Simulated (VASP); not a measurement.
# Pd in VASP: further runs

Pd is run at these levels: LDA; tasks: single point, relaxation of the atoms.

All numbers are computed with VASP 6.6.1; they aren't measurements. Logs are shortened: lines on timing, memory, paths and dates and some standing lists are left out, and cuts for length are marked.

## (1) The cell of the first run

The cell holds a slab with vacuum, 5 atoms: a = 2.715 Å, b = 2.715 Å, c = 24.869 Å, α = 90.00°, β = 90.00°, γ = 120.00°.

## (2) Single point, LDA

Input file INCAR:

```
ALGO = Normal
DIPOL = 0.5 0.5 0.500
EDIFF = 1E-7
ENCUT = 520
GGA = CA
IDIPOL = 3
ISIF = 2
ISMEAR = -1
LASPH = True
LCHARG = False
LDIPOL = True
LREAL = False
LWAVE = False
NBANDS = 33
NELM = 80
PREC = Accurate
SIGMA = 0.05
```

Input file KPOINTS:

```
k-points
0
Gamma
  15 15 1
```

Input file POSCAR:

```
Pd
1.0
    2.7154616620      0.0000000000      0.0000000000
   -1.3577308310      2.3516587823      0.0000000000
    0.0000000000      0.0000000000     24.8687000000
Pd
5
Direct
    0.8333333333      0.1666666667      0.3221083647
    0.1666666667      0.8333333333      0.4113102892
    0.5000000000      0.5000000000      0.4999999996
    0.8333333333      0.1666666667      0.5886897115
    0.1666666667      0.8333333333      0.6778916350
```

Potentials or basis: VASP PAW LDA potentials, release 64 (Pd).

Launch:

```sh
$ cat potpaw_LDA.64/Pd/POTCAR > POTCAR
$ mpirun -np 1 vasp_std > vasp.out
```

OUTCAR:

```text
EDIFF = 1E-7
   ENCUT = 520
   GGA = CA
   ISIF = 2
   ISMEAR = -1
   LASPH = True
   LREAL = False
   NELM = 80
   PREC = Accurate

 ion  position               nearest neighbor table
   1  0.833  0.167  0.322-   2 2.72   2 2.72   2 2.72
   2  0.167  0.833  0.411-   3 2.71   3 2.71   3 2.71   1 2.72   1 2.72   1 2.72
   3  0.500  0.500  0.500-   2 2.71   2 2.71   2 2.71   4 2.71   4 2.71   4 2.71
   4  0.833  0.167  0.589-   3 2.71   3 2.71   3 2.71   5 2.72   5 2.72   5 2.72
   5  0.167  0.833  0.678-   4 2.72   4 2.72   4 2.72

  LATTYP: Found a hexagonal cell.
 ALAT       =     2.7154616620
 C/A-ratio  =     9.1581849039

  Lattice vectors:

 A1 = (   2.7154616620,   0.0000000000,   0.0000000000)
 A2 = (  -1.3577308310,   2.3516587823,   0.0000000000)
 A3 = (   0.0000000000,   0.0000000000,  24.8687000000)

Analysis of symmetry for initial positions (statically):
=====================================================================
 Subroutine PRICEL returns:
 Original cell was already a primitive cell.

 Routine SETGRP: Setting up the symmetry group for a
 hexagonal supercell.

 Subroutine GETGRP returns: Found 12 space group operations
 (whereof  4 operations were pure point group operations)
 out of a pool of 24 trial point group operations.

The static configuration has the point symmetry C_2h.
 The point group associated with its full space group is D_3d.

Analysis of symmetry for dynamics (positions and initial velocities):
=====================================================================
 Subroutine PRICEL returns:
 Original cell was already a primitive cell.

 Routine SETGRP: Setting up the symmetry group for a
 hexagonal supercell.

 Subroutine GETGRP returns: Found 12 space group operations
 (whereof  4 operations were pure point group operations)
 out of a pool of 24 trial point group operations.

The dynamic configuration has the point symmetry C_2h.
 The point group associated with its full space group is D_3d.

 Subroutine INISYM returns: Found 12 space group operations
 (whereof  4 operations are pure point group operations),
 and found     1 'primitive' translations

----------------------------------------------------------------------------------------

                                     Primitive cell

  volume of cell :     158.8075

  direct lattice vectors                    reciprocal lattice vectors
     2.715461662  0.000000000  0.000000000     0.368261506  0.212615879  0.000000000
    -1.357730831  2.351658782  0.000000000     0.000000000  0.425231759  0.000000000
     0.000000000  0.000000000 24.868700000     0.000000000  0.000000000  0.040211189

  length of vectors
     2.715461662  2.715461662 24.868700000     0.425231759  0.425231759  0.040211189

  position of ions in fractional coordinates (direct lattice)
     0.833333333  0.166666667  0.322108365
     0.166666667  0.833333333  0.411310289
     0.500000000  0.500000000  0.500000000
     0.833333333  0.166666667  0.588689712
     0.166666667  0.833333333  0.677891635

  ion indices of the primitive-cell ions
   primitive index   ion index
                 1           1
                 2           2
                 3           3
                 4           4
                 5           5

----------------------------------------------------------------------------------------

 KPOINTS: k-points

Automatic generation of k-mesh.
 Grid dimensions read from file:
 generate k-points for:   15   15    1

 Generating k-lattice:

  Cartesian coordinates                     Fractional coordinates (reciprocal lattice)
     0.024550767  0.014174392  0.000000000     0.066666667  0.000000000  0.000000000
     0.000000000  0.028348784  0.000000000     0.000000000  0.066666667  0.000000000
     0.000000000  0.000000000  0.040211189     0.000000000  0.000000000  1.000000000

  Length of vectors
     0.028348784  0.028348784  0.040211189

  Shift w.r.t. Gamma in fractional coordinates (k-lattice)
     0.000000000  0.000000000  0.000000000

 Subroutine IBZKPT returns following result:
 ===========================================

 Found     27 irreducible k-points:

 Following reciprocal coordinates:
            Coordinates               Weight
  0.000000  0.000000  0.000000      1.000000
  0.066667  0.000000  0.000000      6.000000
  0.133333  0.000000  0.000000      6.000000
  0.200000  0.000000  0.000000      6.000000
  0.266667  0.000000  0.000000      6.000000
  0.333333  0.000000  0.000000      6.000000
[... 16 lines left out ...]
  0.333333  0.200000  0.000000     12.000000
  0.400000  0.200000  0.000000      6.000000
 [... further k-points ...]
   k-points           NKPTS =     27   k-points in BZ     NKDIM =     27   number of bands    NBANDS=     33
   number of dos      NEDOS =    301   number of ions     NIONS =      5
   total plane-waves  NPLWV =  76800
   dimension x,y,z NGX =    20 NGY =   20 NGZ =  192
   dimension x,y,z NGXF=    40 NGYF=   40 NGZF=  384
   ions per type =               5
   NGX,Y,Z   is equivalent  to a cutoff of  12.24, 12.24, 12.84 a.u.
   NGXF,Y,Z  is equivalent  to a cutoff of  24.49, 24.49, 25.67 a.u.
 SYSTEM =  unknown system
   PREC   = accura    normal or accurate (medium, high low for compatibility)
   ISTART =      0    job   : 0-new  1-cont  2-samecut
   ICHARG =      2    charge: 1-file 2-atom 10-const
   ISPIN  =      1    spin polarized calculation?
   LNONCOLLINEAR =      F non collinear calculations
   LSORBIT =      F    spin-orbit coupling
   LASPH  =      T    aspherical Exc in radial PAW
   ENCUT  =  520.0 eV  38.22 Ry    6.18 a.u.   5.05  5.05 46.24*2*pi/ulx,y,z
   NELM   =     80;   NELMIN=  2; NELMDL= -5     # of ELM steps
   EDIFF  = 0.1E-06   stopping-criterion for ELM
   LREAL  =      F    real-space projection
   EDIFFG = 0.1E-05   stopping-criterion for IOM
   NSW    =      0    number of steps for IOM
   IBRION =     -1    ionic relax: 0-MD 1-quasi-New 2-CG
   NFREE  =      0    steps in history (QN), initial steepest desc. (CG)
   ISIF   =      2    stress and relaxation
   ISYM   =      2    0-nonsym 1-usesym 2-fastsym
   POTIM  = 0.5000    time-step for ionic-motion
   TEBEG  =    0.0;   TEEND  =   0.0 temperature during run
   PSTRESS=    0.0 pullay stress
   NELECT =      50.0000    total number of electrons
   NUPDOWN=      -1.0000    fix difference up-down
   EMIN   =  10.00;   EMAX   =-10.00  energy-range for DOS
   EFERMI =   0.00;   METHOD = LEGACY
   ISMEAR =    -1;   SIGMA  =   0.05  broadening in eV -4-tet -1-fermi 0-gaus
   EFERMI_NEDOS =   21; number of points for ismear=-14 and -15
   IALGO  =     38    algorithm
   IMIX   =      4    mixing-type and parameters
     AMIX     =   0.40;   BMIX     =  1.00
     AMIX_MAG =   1.60;   BMIX_MAG =  1.00
  volume/ion in A,a.u.               =      31.76       214.34
  Fermi-wavevector in a.u.,A,eV,Ry     =   1.113716  2.104618 16.876169  1.240363
  Thomas-Fermi vector in A             =   2.250304
   LORBIT       =      0    0 simple, 1 ext, 2 COOP (PROOUT), +10 PAW based schemes
   GGA     = CA    functional components
   LHFCALC =     F    Hartree Fock is set to
   AEXX    =    0.0000 exact exchange contribution
   IVDW    =     0    specifies the selected vdW correction
   LEPSILON=     F    determine dielectric tensor
   LRPA    =     F    only Hartree local field effects (RPA)
 non-spin polarized calculation
  energy-cutoff  :      520.00
  volume of cell :      158.81
 maximum number of plane-waves:      4323
   NGX = 11   NGY = 11   NGZ = 93

 dipolmoment           0.000000      0.000000      0.000000 electrons x Angstroem

 number of electron      50.0000003 magnetization

 dipolmoment           0.000000      0.000000     -0.000000 electrons x Angstroem

 Free energy of the ion-electron system (eV)
  ---------------------------------------------------
  ext. energy  EPLUGINS =         0.00000000
  ---------------------------------------------------
  free energy    TOTEN  =       -31.03742988 eV

  energy without entropy =      -30.93845530  energy(sigma->0) =      -30.98794259

 E-fermi :   1.4756     XC(G=0):  -6.8706

 val. band max:        1.4746822719   @ k =   0.3333   0.1333   0.0000
 cond. band min:       1.4773075176   @ k =   0.2000   0.0000   0.0000
 fundamental gap:      0.0026252457
 Fermi energy:         1.4756000480

 k-point     1 :       0.0000    0.0000    0.0000
  band No.  band energies     occupation
      1      -5.7714      2.00000
      2      -4.8923      2.00000
      3      -4.2218      2.00000
      4      -3.9008      2.00000
      5      -3.8264      2.00000
      6      -1.6550      2.00000
[... 25 lines left out ...]
     32       6.9077      0.00000
     33       7.2173      0.00000

 k-point     2 :       0.0667    0.0000    0.0000
  band No.  band energies     occupation
      1      -5.6251      2.00000
      2      -4.7512      2.00000
      3      -4.0969      2.00000
      4      -3.7691      2.00000
      5      -3.7014      2.00000
      6      -1.7742      2.00000
[... 25 lines left out ...]
     32       7.0261      0.00000
     33       7.3460      0.00000

 k-point     3 :       0.1333    0.0000    0.0000
  band No.  band energies     occupation
      1      -5.2103      2.00000
      2      -4.3647      2.00000
      3      -3.7681      2.00000
      4      -3.4200      2.00000
      5      -3.3669      2.00000
      6      -2.1004      2.00000
[... 25 lines left out ...]
     32       7.3772      0.00000
     33       7.7328      0.00000

 k-point     4 :       0.2000    0.0000    0.0000
  band No.  band energies     occupation
      1      -4.6189      2.00000
      2      -3.8865      2.00000
      3      -3.4420      2.00000
      4      -3.0816      2.00000
      5      -2.9353      2.00000
      6      -2.5103      2.00000
[... 673 lines left out ...]
     32      10.7442      0.00000
     33      11.0134      0.00000

 k-point    23 :       0.3333    0.2000    0.0000
  band No.  band energies     occupation
      1      -3.5641      2.00000
      2      -3.3513      2.00000
      3      -3.1962      2.00000
      4      -2.9874      2.00000
      5      -2.7833      2.00000
      6      -2.6976      2.00000
[... 25 lines left out ...]
     32       9.7756      0.00000
     33      10.3588      0.00000

 k-point    24 :       0.4000    0.2000    0.0000
  band No.  band energies     occupation
      1      -3.6200      2.00000
      2      -3.3516      2.00000
      3      -3.2234      2.00000
      4      -3.0242      2.00000
      5      -2.8115      2.00000
      6      -2.6975      2.00000
[... 25 lines left out ...]
     32       9.5021      0.00000
     33       9.9887      0.00000

 [... further k-points ...]

------------------------ aborting loop because EDIFF is reached ----------------------------------------

 vacuum level on the upper side and lower side of the slab       (xc-potential included)        -0.085        -0.085

  FORCE on cell =-STRESS in cart. coord.  units (eV):
  Direction    XX          YY          ZZ          XY          YZ          ZX
  --------------------------------------------------------------------------------------
  -------------------------------------------------------------------------------------
  Total       -2.4904455     -2.4904455      0.0517723      0.0000000      0.0000000     -0.0000000
  in kB      -25.1256070    -25.1256070      0.5223200      0.0000000      0.0000000     -0.0000000
  external PRESSURE =     -16.5762980 kB  Pullay stress =       0.0000000 kB

 VOLUME and BASIS-vectors are now :
 -----------------------------------------------------------------------------
  energy-cutoff  :      520.00
  volume of cell :      158.81
      direct lattice vectors                 reciprocal lattice vectors
     2.715461662  0.000000000  0.000000000     0.368261506  0.212615879  0.000000000
    -1.357730831  2.351658782  0.000000000     0.000000000  0.425231759  0.000000000
     0.000000000  0.000000000 24.868700000     0.000000000  0.000000000  0.040211189

 POSITION                                       TOTAL-FORCE (eV/Angst)
 -----------------------------------------------------------------------------------
      2.03660      0.39194      8.01042         0.000000      0.000000     -0.006991
     -0.67887      1.95972     10.22875         0.000000     -0.000000     -0.005074
      0.67887      1.17583     12.43435        -0.000000     -0.000000      0.000000
      2.03660      0.39194     14.63995        -0.000000     -0.000000      0.005074
     -0.67887      1.95972     16.85828        -0.000000     -0.000000      0.006991
 -----------------------------------------------------------------------------------
    total drift:                               -0.000000      0.000000     -0.000000

  FREE ENERGIE OF THE ION-ELECTRON SYSTEM (eV)
  ---------------------------------------------------
  free  energy   TOTEN  =       -31.0374298817 eV

  energy  without entropy=      -30.9384553026  energy(sigma->0) =      -30.98794259

 vacuum level on the upper side and lower side of the slab         7.048         7.048
```

It took 2.2 min on 1 thread of AMD EPYC 9R45 (Zen 5), shared host; peak memory 0.24 GiB.

What came out:

```
Free energy            : -31.0374 eV
Largest force          : 0.007 eV/Å
Band gap on the k mesh : zero (bands 25 and 26 overlap by 1.02 eV)
```

Forces on the atoms (eV/Å):
```
Pd   0.000  0.000 -0.007
Pd   0.000  0.000 -0.005
Pd   0.000  0.000  0.000
Pd   0.000  0.000  0.005
Pd   0.000  0.000  0.007
```

## (3) Single point, LDA

Input file INCAR:

```
SYSTEM = Pd
ALGO = Normal
DIPOL = 0.5 0.5 0.500
EDIFF = 1E-6
ENCUT = 520
GGA = CA
IDIPOL = 3
ISIF = 2
ISMEAR = -1
LASPH = .True.
LCHARG = .False.
LDIPOL = .True.
LREAL = .False.
LWAVE = .False.
NBANDS = 33
NELM = 100
PREC = Accurate
SIGMA = 0.05
```

Input file KPOINTS:

```
k-points
0
Gamma
  15 15 1
  0 0 0
```

POSCAR is that of step 2.

Potentials or basis: VASP PAW LDA potentials, release 64 (Pd).

Launch:

```sh
$ cat potpaw_LDA.64/Pd/POTCAR > POTCAR
$ mpirun -np 1 vasp_std > vasp.out
```

Run time: 2 min. Hardware: 1 thread of AMD EPYC 9R45 (Zen 5), shared host; peak memory 0.24 GiB.

The run converged. Its results:

```
Free energy            : -31.0374 eV
Largest force          : 0.007 eV/Å
Band gap on the k mesh : zero (bands 25 and 26 overlap by 1.02 eV)
```

Forces in eV/Å, atoms in the order of the input:
```
Pd   0.000  0.000 -0.007
Pd   0.000  0.000 -0.005
Pd   0.000  0.000  0.000
Pd   0.000  0.000  0.005
Pd   0.000  0.000  0.007
```

Levels at points of the mesh, in eV from the Fermi level:
| k point | band 23 | band 24 | band 25 | band 26 | band 27 | band 28 |
| --- | --- | --- | --- | --- | --- | --- |
| (0.00, 0.00, 0.00) | -1.20 | -0.82 | -0.82 | -0.31 | -0.31 | -0.05 |

## (4) Single point, LDA

Input file INCAR:

```
SYSTEM = Pd
PREC = Accurate
ENCUT = 520
EDIFF = 1E-6
ISMEAR = -1
SIGMA = 0.05
LREAL = .FALSE.
LASPH = .TRUE.
NELM = 80
ALGO = Normal
ISIF = 2
LWAVE = .FALSE.
LCHARG = .FALSE.
GGA = CA
NBANDS = 33
```

Input file KPOINTS:

```
regular mesh
0
G
  15 15 1
  0 0 0
```

POSCAR is that of step 3.

Launch:

```sh
$ cat potpaw_LDA.64/Pd/POTCAR > POTCAR
$ mpirun -np 1 vasp_std > vasp.out
```

Run time: 2.2 min. Hardware: 1 thread of AMD EPYC 9R45 (Zen 5), shared host; peak memory 0.24 GiB.

It converged, with:

```yaml
Free_energy: -31.0374 eV
Largest_force: 0.007 eV/Å
Band_gap_on_the_k_mesh: zero (bands 25 and 26 overlap by 1.02 eV)
```

Forces in eV/Å, atoms in the order of the input:
```
Pd   0.000  0.000 -0.007
Pd   0.000  0.000 -0.005
Pd   0.000  0.000  0.000
Pd   0.000  0.000  0.005
Pd   0.000  0.000  0.007
```

Levels at points of the mesh, in eV from the Fermi level:
```tsv
k point	band 21	band 22	band 23	band 24	band 25	band 26	band 27	band 28	band 29	band 30
(0.00, 0.00, 0.00)	-1.33	-1.20	-1.20	-0.82	-0.82	-0.31	-0.31	-0.05	-0.05	0.54
```

(Continued in part 2 of 2.)
